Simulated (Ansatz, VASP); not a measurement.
## SrTl2Zn2: VASP beside Ansatz

```
Sr Zn Tl
1.0
     2.74059   -3.61422    0.00000
     2.74059    3.61422    0.00000
     0.00000    0.00000    6.94126
Sr Zn Tl
1 2 2
Cartesian
  0.0000 0.0000 0.0000
  1.1775 0.0000 3.4706
  4.3036 0.0000 3.4706
  2.7406 1.5585 3.4706
  2.7406 -1.5585 3.4706
```

Alike in both runs: task relaxation of cell and atoms; functional PBE; k mesh 4 × 4 × 4; occupations gaussian, width 0.1 eV; no spin polarisation.

```csv
,VASP,Ansatz
version,VASP 6.6.1,Ansatz 0.2.0
potentials or method,"VASP PAW PBE potentials, release 64 (Sr_sv, Zn, Tl_d), cutoff 600 eV","scalar-relativistic, plane waves, PAW"
valence electrons in the cell,60,60
```

|  | VASP | Ansatz | Ansatz less VASP |
| --- | --- | --- | --- |
| gap on the k mesh at the Fermi level, each at its own relaxed structure (eV) | none | none | - |
| relaxed volume (Å³/atom) | 36.93 | 37.22 | +0.291 |
| relaxed cell length with the largest relative difference (Å) | 5.725 | 5.615 | -0.1093 |

A gap of «none» marks a metal or a gap that the smearing closes.

Neither program's run includes spin-orbit coupling. Noted on VASP's run: the volume moved by over 15 % at a fixed basis, so the end points are rough.
